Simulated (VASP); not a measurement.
# C in VASP: single point with PBE+D3(BJ)

Aim: the single point of C with PBE+D3(BJ).

Everything below comes from runs of VASP 6.6.1. Logs are shortened: lines on timing, memory, paths and dates and some standing lists are left out, and cuts for length are marked.

## 1. The cell of the first run

The cell holds a slab with vacuum, 18 atoms: a = 7.398 Å, b = 7.398 Å, c = 12.000 Å, α = 90.00°, β = 90.00°, γ = 120.00°.

## 2. Single point, PBE+D3(BJ)

File INCAR:

```
SYSTEM = C
ALGO = Normal
EDIFF = 1E-7
ENCUT = 520
GGA = PE
ISIF = 2
ISMEAR = -1
IVDW = 12
LASPH = .True.
LCHARG = .False.
LREAL = Auto
LWAVE = .False.
NBANDS = 51
NELM = 60
PREC = Accurate
SIGMA = 0.05
```

File KPOINTS:

```
k-points
0
Gamma
  2 2 1
  0 0 0
```

File POSCAR:

```
C
1.0
    7.3980000000      0.0000000000      0.0000000000
   -3.6990000000      6.4068560000      0.0000000000
    0.0000000000      0.0000000000     12.0000000000
C
18
Direct
    0.0255459949      0.0031060476      0.0770416667
    0.2473172934      0.1192628647      0.0724666667
    0.0155208137      0.3372324897      0.0818083333
    0.2409036862      0.4474737687      0.0819833333
    0.0210506904      0.6767593965      0.0740083333
    0.2453218149      0.7976455222      0.0675666667
    0.3578247801      0.0109726206      0.0782500000
    0.5802830922      0.1221503964      0.0756333333
    0.3463775243      0.3404165787      0.0707000000
    0.5717396868      0.4579157078      0.0696500000
    0.3496353454      0.6725607693      0.0693833333
    0.5715860882      0.7819123764      0.0705000000
    0.6897793517      0.0053224234      0.0724333333
    0.9181248457      0.1205427436      0.0693833333
    0.6820651556      0.3382314196      0.0795166667
    0.9036078713      0.4421981702      0.0792250000
    0.6813350131      0.6763223647      0.0694750000
    0.9050356230      0.7812256121      0.0755083333
```

Potentials or basis: VASP PAW PBE potentials, release 64 (C).

Launch:

```console
cat potpaw_PBE.64/C/POTCAR > POTCAR
mpirun -np 1 vasp_std > vasp.out
```

OUTCAR:

```text
SYSTEM = C
   EDIFF = 1E-7
   ENCUT = 520
   GGA = PE
   ISIF = 2
   ISMEAR = -1
   IVDW = 12
   LASPH = .True.
   LREAL = Auto
   NELM = 60
   PREC = Accurate
 IVDW          = 12

 ion  position               nearest neighbor table
   1  0.026  0.003  0.077-   2 1.42  18 1.42  14 1.44
   2  0.247  0.119  0.072-   7 1.40   9 1.42   1 1.42
   3  0.016  0.337  0.082-  16 1.39  14 1.40   4 1.44
   4  0.241  0.447  0.082-   9 1.37   3 1.44  11 1.45
   5  0.021  0.677  0.074-  18 1.41   6 1.44  16 1.50
   6  0.245  0.798  0.068-   7 1.37   5 1.44  11 1.47
[... 10 lines left out ...]
  17  0.681  0.676  0.069-  12 1.38  10 1.40  18 1.44
  18  0.905  0.781  0.076-   5 1.41   1 1.42  17 1.44

  LATTYP: Found a hexagonal cell.
 ALAT       =     7.3980000000
 C/A-ratio  =     1.6220600162

  Lattice vectors:

 A1 = (   7.3980000000,   0.0000000000,   0.0000000000)
 A2 = (  -3.6990000000,   6.4068560000,   0.0000000000)
 A3 = (   0.0000000000,   0.0000000000,  12.0000000000)

Analysis of symmetry for initial positions (statically):
=====================================================================
 Subroutine PRICEL returns:
 Original cell was already a primitive cell.

 Routine SETGRP: Setting up the symmetry group for a
 hexagonal supercell.

 Subroutine GETGRP returns: Found  1 space group operations
 (whereof  1 operations were pure point group operations)
 out of a pool of 24 trial point group operations.

The static configuration has the point symmetry C_1 .

Analysis of symmetry for dynamics (positions and initial velocities):
=====================================================================
 Subroutine PRICEL returns:
 Original cell was already a primitive cell.

 Routine SETGRP: Setting up the symmetry group for a
 hexagonal supercell.

 Subroutine GETGRP returns: Found  1 space group operations
 (whereof  1 operations were pure point group operations)
 out of a pool of 24 trial point group operations.

The dynamic configuration has the point symmetry C_1 .

 Subroutine INISYM returns: Found  1 space group operations
 (whereof  1 operations are pure point group operations),
 and found     1 'primitive' translations

----------------------------------------------------------------------------------------

[... 105 lines left out ...]
   EDIFFG = 0.1E-05   stopping-criterion for IOM
   NSW    =      0    number of steps for IOM
   IBRION =     -1    ionic relax: 0-MD 1-quasi-New 2-CG
   NFREE  =      0    steps in history (QN), initial steepest desc. (CG)
   ISIF   =      2    stress and relaxation
   ISYM   =      2    0-nonsym 1-usesym 2-fastsym
   POTIM  = 0.5000    time-step for ionic-motion
   TEBEG  =    0.0;   TEEND  =   0.0 temperature during run
   PSTRESS=    0.0 pullay stress
   NELECT =      72.0000    total number of electrons
   NUPDOWN=      -1.0000    fix difference up-down
   EMIN   =  10.00;   EMAX   =-10.00  energy-range for DOS
   EFERMI =   0.00;   METHOD = LEGACY
   ISMEAR =    -1;   SIGMA  =   0.05  broadening in eV -4-tet -1-fermi 0-gaus
   EFERMI_NEDOS =   21; number of points for ismear=-14 and -15
   IALGO  =     38    algorithm
   IMIX   =      4    mixing-type and parameters
     AMIX     =   0.40;   BMIX     =  1.00
     AMIX_MAG =   1.60;   BMIX_MAG =  1.00
  volume/ion in A,a.u.               =      31.60       213.24
  Fermi-wavevector in a.u.,A,eV,Ry     =   0.822001  1.553356  9.193253  0.675685
  Thomas-Fermi vector in A             =   1.933259
   LORBIT       =      0    0 simple, 1 ext, 2 COOP (PROOUT), +10 PAW based schemes
   GGA     = PE    functional components
   LHFCALC =     F    Hartree Fock is set to
   AEXX    =    0.0000 exact exchange contribution
   IVDW    =    12    specifies the selected vdW correction
   LEPSILON=     F    determine dielectric tensor
   LRPA    =     F    only Hartree local field effects (RPA)
 non-spin polarized calculation
  energy-cutoff  :      520.00
  volume of cell :      568.78
 maximum number of plane-waves:     15363
 NGX is ok and might be reduce to    56
   NGX = 27   NGY = 27   NGZ = 45

 number of electron      71.9999998 magnetization

 Free energy of the ion-electron system (eV)
  ---------------------------------------------------
  ext. energy  EPLUGINS =         0.00000000
  ---------------------------------------------------
  free energy    TOTEN  =      -164.72283619 eV

  energy without entropy =     -164.70190542  energy(sigma->0) =     -164.71237080

 E-fermi :  -1.7222     XC(G=0):  -3.5789

 val. band max:       -1.8216422246   @ k =   0.0000   0.0000   0.0000
 cond. band min:      -1.6089995612   @ k =   0.0000   0.0000   0.0000
 fundamental gap:      0.2126426634
 Fermi energy:        -1.7221962100

 k-point     1 :       0.0000    0.0000    0.0000
  band No.  band energies     occupation
      1     -21.2691      2.00000
      2     -18.9450      2.00000
      3     -18.8561      2.00000
      4     -18.7584      2.00000
      5     -18.6508      2.00000
      6     -18.4713      2.00000
[... 193 lines left out ...]
     47       4.1016      0.00000
     48       4.3135      0.00000
 [bands above 48 left out]

------------------------ aborting loop because EDIFF is reached ----------------------------------------

 Edisp (eV)   -1.59796

 E8    (eV) :    -0.4980

  FORCE on cell =-STRESS in cart. coord.  units (eV):
  Direction    XX          YY          ZZ          XY          YZ          ZX
  --------------------------------------------------------------------------------------
  -------------------------------------------------------------------------------------
  Total       1.43655     2.32714    -0.69858    -1.09329     0.97307    -0.19751
  in kB       4.04661     6.55531    -1.96783    -3.07968     2.74103    -0.55637
  external pressure =        2.88 kB  Pullay stress =        0.00 kB

 VOLUME and BASIS-vectors are now :
 -----------------------------------------------------------------------------
  energy-cutoff  :      520.00
  volume of cell :      568.78
      direct lattice vectors                 reciprocal lattice vectors
     7.398000000  0.000000000  0.000000000     0.135171668  0.078041398  0.000000000
    -3.699000000  6.406856000  0.000000000     0.000000000  0.156082796  0.000000000
     0.000000000  0.000000000 12.000000000     0.000000000  0.000000000  0.083333333

 POSITION                                       TOTAL-FORCE (eV/Angst)
 -----------------------------------------------------------------------------------
      0.17750      0.01990      0.92450        -0.673504      0.849404     -0.953677
      1.38850      0.76410      0.86960        -1.240903     -0.756600      0.769409
     -1.13260      2.16060      0.98170         1.282741     -0.314697     -0.545016
      0.12700      2.86690      0.98380        -2.214732      2.106486     -1.233712
     -2.34760      4.33590      0.88810        -0.397001     -1.189736      0.029314
     -1.13560      5.11040      0.81080         0.584689     -3.796103      1.014118
[... 10 lines left out ...]
      2.53880      4.33310      0.83370         1.492258     -1.380747      0.467671
      3.80570      5.00520      0.90610         0.964544      0.798578     -0.159594
 -----------------------------------------------------------------------------------
    total drift:                                0.014819      0.007174      0.013001

  FREE ENERGIE OF THE ION-ELECTRON SYSTEM (eV)
  ---------------------------------------------------
  free  energy   TOTEN  =      -166.3207971456 eV

  energy  without entropy=     -166.2998663772  energy(sigma->0) =     -166.31033176
```

stdout:

```text
POSCAR found type information on POSCAR C
 POSCAR found :  1 types and      18 ions
 scaLAPACK will be used
 LDA part: xc-table for (Slater+PW92), standard interpolation
 POSCAR, INCAR and KPOINTS ok, starting setup
 FFT: planning ... GRIDC
 FFT: planning ... GRID_SOFT
 FFT: planning ... GRID
 WAVECAR not read
 entering main loop
```

It took 7.7 min on 1 thread of AMD EPYC 7R13, shared host; peak memory 0.53 GiB.

Results:

```yaml
Free_energy: -166.3208 eV
Largest_force: 3.972 eV/Å
Dispersion_energy_per_atom: -0.089 eV
```

Forces on the atoms (eV/Å):
```
C   -0.674  0.849 -0.954
C   -1.241 -0.757  0.769
C    1.283 -0.315 -0.545
C   -2.215  2.106 -1.234
C   -0.397 -1.190  0.029
C    0.585 -3.796  1.014
C   -0.073  0.715 -1.141
C    0.829 -1.699  0.376
C    2.478  0.487  0.498
C    0.682 -1.675  0.373
C    0.256  0.377  0.725
C   -1.181  1.020 -0.303
C   -0.428  1.619 -0.326
C   -1.902 -1.832  1.293
C    0.330  1.824 -0.819
C   -0.788  2.846 -0.063
C    1.492 -1.381  0.468
C    0.965  0.799 -0.160
```

Caveat: the k points lie up to 0.49 Å⁻¹ apart; the atoms stand as in a frame of molecular dynamics; there is no dipole correction, which matters where the two faces differ.
